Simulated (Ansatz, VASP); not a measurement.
## Two plane-wave programs on CdBr3

The input INCAR:

```
  ALGO = Normal
  EDIFF = 1E-7
  EDIFFG = -0.04
  ENCUT = 600
  GGA = PE
  IBRION = 2
  ISIF = 3
  ISMEAR = 0
  LASPH = True
  LCHARG = False
  LREAL = False
  LWAVE = False
  NELM = 80
  NSW = 90
  PREC = Accurate
  SIGMA = 0.1
```

File KPOINTS:

```
k-points
0
Gamma
  4 4 2
```

The input POSCAR:

```
CdBr3
1.0
    3.9668818500      0.0000000000      0.0000000000
    0.0000000000      3.9668818500      0.0000000000
    0.0000000000      0.0000000000     10.3723755700
Cd Br
1 3
Direct
    0.0000000000      0.0000000000      0.0000000000
    0.5000000000      0.5000000000      0.7621681700
    0.0000000000      0.0000000000      0.5000000000
    0.5000000000      0.5000000000      0.2378318300
```

Input for Ansatz:

```yaml
crystal:
  lattice:
    - [3.96688185, 0.0, 0.0]
    - [0.0, 3.96688185, 0.0]
    - [0.0, 0.0, 10.37237557]
  atoms:
    - { symbol: Cd, position: [0.0, 0.0, 0.0] }
    - { symbol: Br, position: [0.5, 0.5, 0.76216817] }
    - { symbol: Br, position: [0.0, 0.0, 0.5] }
    - { symbol: Br, position: [0.5, 0.5, 0.23783183] }
basis:
  ecutwfc: 420
kpoints:
  mp_grid: { grid: [4, 4, 2] }
hamiltonian:
  xc: pbe
scf:
  occupations: { method: gaussian, width: 0.1 }
  lower_state_search: "off"
output:
  forces: true
  stress: true
  eigenvalues: true
relax:
  adjacent_minimum: "off"
  f_tol: 0.04
  max_steps: 70
  cell: { stress_tol: 0.4 }
```

Change from the starting cell: species swapped into the Tm3Mg type (P4/mmm, No. 123).

Alike in both runs: task relaxation of cell and atoms; functional PBE; k mesh 4 × 4 × 2; occupations gaussian, width 0.1 eV; no spin polarisation.

|  | VASP | Ansatz |
| --- | --- | --- |
| version | VASP 6.6.1 | Ansatz 0.2.0 |
| potentials or method | VASP PAW PBE potentials, release 64 (Cd, Br), cutoff 600 eV | scalar-relativistic, plane waves, PAW |
| valence electrons in the cell | 33 | 41 |

```csv
,VASP,Ansatz,Ansatz less VASP
"gap on the k mesh at the Fermi level, each at its own relaxed structure (eV)",none,none,-
relaxed volume (Å³/atom),31.64,33.00,+1.366
relaxed length of the cell vector where the two differ most in proportion (Å),10.715,11.168,+0.4536
```

A gap of «none» marks a metal or a gap that the smearing closes. VASP's potentials hold 33 valence electrons a cell and Ansatz's 41, so a difference there can come from the potentials and not from the codes.

The k mesh is coarse, so the values compare programs but aren't converged. Noted on VASP's run: the volume moved by over 15 % at a fixed basis, so the end points are rough.
